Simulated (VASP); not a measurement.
# AlNi (R3m) in VASP: a series of runs, part 2 of 2

VASP 6.6.1. The steps go on from the part before.

### 4 Single point, PBE

The input, INCAR:

```
  PREC = Accurate
  ENCUT = 520
  EDIFF = 1E-6
  ISMEAR = 0
  SIGMA = 0.15
  LREAL = False
  LASPH = True
  NELM = 100
  ALGO = Normal
  ISIF = 2
  LWAVE = False
  LCHARG = False
  GGA = PE
  NBANDS = 14
```

The input, KPOINTS:

```
Automatic mesh
0
Gamma
  16 16 16
```

The input, POSCAR:

```
AlNi
1.0
    2.8810000000      0.0000000000      0.0000000000
    0.0000000000      2.8810000000      0.0000000000
    0.0000000000      0.0000000000      2.8810000000
Al Ni
1 1
Direct
   -0.0075149723     -0.0075149723     -0.0075149723
    0.5000000000      0.5000000000      0.5000000000
```

Potentials or basis: VASP PAW PBE potentials, release 64 (Al, Ni).

Command:

```bash
cat potpaw_PBE.64/Al/POTCAR potpaw_PBE.64/Ni/POTCAR > POTCAR
mpirun -np 1 vasp_std > vasp.out
```

OUTCAR:

```text
PREC = Accurate
   ENCUT = 520
   EDIFF = 1E-6
   ISMEAR = 0
   LREAL = False
   LASPH = True
   NELM = 100
   ISIF = 2
   GGA = PE

 ion  position               nearest neighbor table
   1  0.992  0.992  0.992-   2 2.46   2 2.48   2 2.48   2 2.48   2 2.51   2 2.51   2 2.51   2 2.53

   2  0.500  0.500  0.500-   1 2.46   1 2.48   1 2.48   1 2.48   1 2.51   1 2.51   1 2.51   1 2.53

  LATTYP: Found a simple cubic cell.
 ALAT       =     2.8810000000

  Lattice vectors:

 A1 = (   2.8810000000,   0.0000000000,   0.0000000000)
 A2 = (   0.0000000000,   2.8810000000,   0.0000000000)
 A3 = (   0.0000000000,   0.0000000000,   2.8810000000)

Analysis of symmetry for initial positions (statically):
=====================================================================
 Subroutine PRICEL returns:
 Original cell was already a primitive cell.

 Routine SETGRP: Setting up the symmetry group for a
 simple cubic supercell.

 Subroutine GETGRP returns: Found  6 space group operations
 (whereof  6 operations were pure point group operations)
 out of a pool of 48 trial point group operations.

The static configuration has the point symmetry C_3v.

Analysis of symmetry for dynamics (positions and initial velocities):
=====================================================================
 Subroutine PRICEL returns:
 Original cell was already a primitive cell.

 Routine SETGRP: Setting up the symmetry group for a
 simple cubic supercell.

 Subroutine GETGRP returns: Found  6 space group operations
 (whereof  6 operations were pure point group operations)
 out of a pool of 48 trial point group operations.

The dynamic configuration has the point symmetry C_3v.

 Subroutine INISYM returns: Found  6 space group operations
 (whereof  6 operations are pure point group operations),
 and found     1 'primitive' translations

----------------------------------------------------------------------------------------

                                     Primitive cell

  volume of cell :      23.9128

  direct lattice vectors                    reciprocal lattice vectors
     2.881000000  0.000000000  0.000000000     0.347101701  0.000000000  0.000000000
     0.000000000  2.881000000  0.000000000     0.000000000  0.347101701  0.000000000
     0.000000000  0.000000000  2.881000000     0.000000000  0.000000000  0.347101701

  length of vectors
     2.881000000  2.881000000  2.881000000     0.347101701  0.347101701  0.347101701

  position of ions in fractional coordinates (direct lattice)
     0.992485028  0.992485028  0.992485028
     0.500000000  0.500000000  0.500000000

  ion indices of the primitive-cell ions
   primitive index   ion index
                 1           1
                 2           2

----------------------------------------------------------------------------------------

 KPOINTS: Automatic mesh

Automatic generation of k-mesh.
 Grid dimensions read from file:
 generate k-points for:   16   16   16

 Generating k-lattice:

  Cartesian coordinates                     Fractional coordinates (reciprocal lattice)
     0.021693856  0.000000000  0.000000000     0.062500000  0.000000000  0.000000000
     0.000000000  0.021693856  0.000000000     0.000000000  0.062500000  0.000000000
     0.000000000  0.000000000  0.021693856     0.000000000  0.000000000  0.062500000

  Length of vectors
     0.021693856  0.021693856  0.021693856

  Shift w.r.t. Gamma in fractional coordinates (k-lattice)
     0.000000000  0.000000000  0.000000000

 Subroutine IBZKPT returns following result:
 ===========================================

 Found    417 irreducible k-points:

 Following reciprocal coordinates:
            Coordinates               Weight
  0.000000  0.000000  0.000000      1.000000
  0.062500  0.000000  0.000000      6.000000
  0.125000  0.000000  0.000000      6.000000
  0.187500  0.000000  0.000000      6.000000
  0.250000  0.000000  0.000000      6.000000
  0.312500  0.000000  0.000000      6.000000
[... 16 lines left out ...]
 -0.062500  0.437500  0.000000     12.000000
  0.500000  0.062500  0.000000     12.000000
 [... further k-points ...]
   k-points           NKPTS =    417   k-points in BZ     NKDIM =    417   number of bands    NBANDS=     14
   number of dos      NEDOS =    301   number of ions     NIONS =      2
   total plane-waves  NPLWV =  13824
   dimension x,y,z NGX =    24 NGY =   24 NGZ =   24
   dimension x,y,z NGXF=    48 NGYF=   48 NGZF=   48
   ions per type =               1   1
   NGX,Y,Z   is equivalent  to a cutoff of  13.85, 13.85, 13.85 a.u.
   NGXF,Y,Z  is equivalent  to a cutoff of  27.70, 27.70, 27.70 a.u.
 SYSTEM =  unknown system
   PREC   = accura    normal or accurate (medium, high low for compatibility)
   ISTART =      0    job   : 0-new  1-cont  2-samecut
   ICHARG =      2    charge: 1-file 2-atom 10-const
   ISPIN  =      1    spin polarized calculation?
   LNONCOLLINEAR =      F non collinear calculations
   LSORBIT =      F    spin-orbit coupling
   LASPH  =      T    aspherical Exc in radial PAW
   ENCUT  =  520.0 eV  38.22 Ry    6.18 a.u.   5.36  5.36  5.36*2*pi/ulx,y,z
   NELM   =    100;   NELMIN=  2; NELMDL= -5     # of ELM steps
   EDIFF  = 0.1E-05   stopping-criterion for ELM
   LREAL  =      F    real-space projection
   EDIFFG = 0.1E-04   stopping-criterion for IOM
   NSW    =      0    number of steps for IOM
   IBRION =     -1    ionic relax: 0-MD 1-quasi-New 2-CG
   NFREE  =      0    steps in history (QN), initial steepest desc. (CG)
   ISIF   =      2    stress and relaxation
   ISYM   =      2    0-nonsym 1-usesym 2-fastsym
   POTIM  = 0.5000    time-step for ionic-motion
   TEBEG  =    0.0;   TEEND  =   0.0 temperature during run
   PSTRESS=    0.0 pullay stress
   NELECT =      13.0000    total number of electrons
   NUPDOWN=      -1.0000    fix difference up-down
   EMIN   =  10.00;   EMAX   =-10.00  energy-range for DOS
   EFERMI =   0.00;   METHOD = LEGACY
   ISMEAR =     0;   SIGMA  =   0.15  broadening in eV -4-tet -1-fermi 0-gaus
   EFERMI_NEDOS =   21; number of points for ismear=-14 and -15
   IALGO  =     38    algorithm
   IMIX   =      4    mixing-type and parameters
     AMIX     =   0.40;   BMIX     =  1.00
     AMIX_MAG =   1.60;   BMIX_MAG =  1.00
  volume/ion in A,a.u.               =      11.96        80.69
  Fermi-wavevector in a.u.,A,eV,Ry     =   1.336122  2.524904 24.289410  1.785221
  Thomas-Fermi vector in A             =   2.464773
   LORBIT       =      0    0 simple, 1 ext, 2 COOP (PROOUT), +10 PAW based schemes
   GGA     = PE    functional components
   LHFCALC =     F    Hartree Fock is set to
   AEXX    =    0.0000 exact exchange contribution
   IVDW    =     0    specifies the selected vdW correction
   LEPSILON=     F    determine dielectric tensor
   LRPA    =     F    only Hartree local field effects (RPA)
 non-spin polarized calculation
 Gauss-broadening in eV      SIGMA  =   0.15
  energy-cutoff  :      520.00
  volume of cell :       23.91
 maximum number of plane-waves:       661
 NGX is ok and might be reduce to    24
   NGX = 11   NGY = 11   NGZ = 11

 number of electron      13.0000015 magnetization

 Free energy of the ion-electron system (eV)
  ---------------------------------------------------
  ext. energy  EPLUGINS =         0.00000000
  ---------------------------------------------------
  free energy    TOTEN  =       -10.53751952 eV

  energy without entropy =      -10.52883078  energy(sigma->0) =      -10.53317515

 E-fermi :  10.0282     XC(G=0): -12.0478

 val. band max:        9.9948107922   @ k =  -0.2500   0.3750   0.1250
 cond. band min:      10.0282499262   @ k =  -0.3750   0.1250   0.3125
 fundamental gap:      0.0334391340
 Fermi energy:        10.0282184786

 k-point     1 :       0.0000    0.0000    0.0000
  band No.  band energies     occupation
      1      -1.1117      2.00000
      2       6.7998      2.00000
      3       6.7998      2.00000
      4       8.4838      2.00000
      5       8.4859      2.00000
      6       8.4859      2.00000
      7      15.5251      0.00000
      8      15.5251      0.00000
      9      15.5286      0.00000
     10      18.1529      0.00000
     11      18.1529      0.00000
     12      23.7584      0.00000
     13      30.9394      0.00000
     14      30.9399      0.00000
[... 375 lines left out ...]
 k-point    24 :       0.5000    0.0625    0.0000
  band No.  band energies     occupation
      1       3.1423      2.00000
      2       3.3251      2.00000
      3       7.2899      2.00000
      4       7.7640      2.00000
      5       7.7892      2.00000
      6       8.5469      2.00000
      7       9.3802      2.00000
      8      17.8979      0.00000
      9      19.3623      0.00000
     10      20.1575      0.00000
     11      20.9132      0.00000
     12      21.0266      0.00000
     13      24.8111      0.00000
     14      25.3936      0.00000

 [... further k-points ...]
[... 5 lines left out ...]
  --------------------------------------------------------------------------------------
  -------------------------------------------------------------------------------------
  Total        0.3169354      0.3169354      0.3169354      0.0102213      0.0102213      0.0102213
  in kB       21.2349680     21.2349680     21.2349680      0.6848389      0.6848389      0.6848389
  external PRESSURE =      21.2349680 kB  Pullay stress =       0.0000000 kB

 VOLUME and BASIS-vectors are now :
 -----------------------------------------------------------------------------
  energy-cutoff  :      520.00
  volume of cell :       23.91
      direct lattice vectors                 reciprocal lattice vectors
     2.881000000  0.000000000  0.000000000     0.347101701  0.000000000  0.000000000
     0.000000000  2.881000000  0.000000000     0.000000000  0.347101701  0.000000000
     0.000000000  0.000000000  2.881000000     0.000000000  0.000000000  0.347101701

 POSITION                                       TOTAL-FORCE (eV/Angst)
 -----------------------------------------------------------------------------------
      2.85935      2.85935      2.85935         0.129841      0.129841      0.129841
      1.44050      1.44050      1.44050        -0.129841     -0.129841     -0.129841
 -----------------------------------------------------------------------------------
    total drift:                                0.000014      0.000014      0.000014

  FREE ENERGIE OF THE ION-ELECTRON SYSTEM (eV)
  ---------------------------------------------------
  free  energy   TOTEN  =       -10.5375195235 eV

  energy  without entropy=      -10.5288307824  energy(sigma->0) =      -10.53317515
```

stdout:

```text
POSCAR found type information on POSCAR AlNi
 POSCAR found :  2 types and       2 ions
 scaLAPACK will be used
 LDA part: xc-table for (Slater+PW92), standard interpolation
 POSCAR, INCAR and KPOINTS ok, starting setup
 FFT: planning ... GRIDC
 FFT: planning ... GRID_SOFT
 FFT: planning ... GRID
 WAVECAR not read
 entering main loop
```

Run time: 53 s. Hardware: 1 thread of AMD EPYC 9R45 (Zen 5), shared host; peak memory 0.23 GiB.

What came out:

```yaml
Free_energy: -10.5375 eV
Pressure: 2.1 GPa
Largest_force: 0.225 eV/Å
```

Forces on the atoms (eV/Å):
```
Al   0.130  0.130  0.130
Ni  -0.130 -0.130 -0.130
```

Stress tensor (GPa, compression positive):
```
2.12 0.07 0.07
0.07 2.12 0.07
0.07 0.07 2.12
```

Levels at points of the mesh, in eV from the Fermi level:
| k point | band 3 | band 4 | band 5 | band 6 | band 7 | band 8 | band 9 | band 10 |
| --- | --- | --- | --- | --- | --- | --- | --- | --- |
| (0.00, 0.00, 0.00) | -3.23 | -1.54 | -1.54 | -1.54 | 5.50 | 5.50 | 5.50 | 8.12 |
| (0.50, 0.00, 0.00) | -2.75 | -2.25 | -2.25 | -1.46 | -0.65 | 8.28 | 10.02 | 10.02 |
| (0.50, 0.50, 0.00) | -2.89 | -2.88 | -2.07 | -2.07 | -1.01 | 1.48 | 2.46 | 12.27 |
| (0.50, 0.50, 0.50) | -4.10 | -0.99 | -0.99 | 2.00 | 2.00 | 2.00 | 3.67 | 4.44 |

Caveat: the cell differs from its parent crystal (all Al atoms moved +0.037 Å, as atom 1 towards its neighbour atom 2 (Ni) at 2.495 Å). Spin polarisation is off, so any magnetic state and its effect on volume and gap are missing.
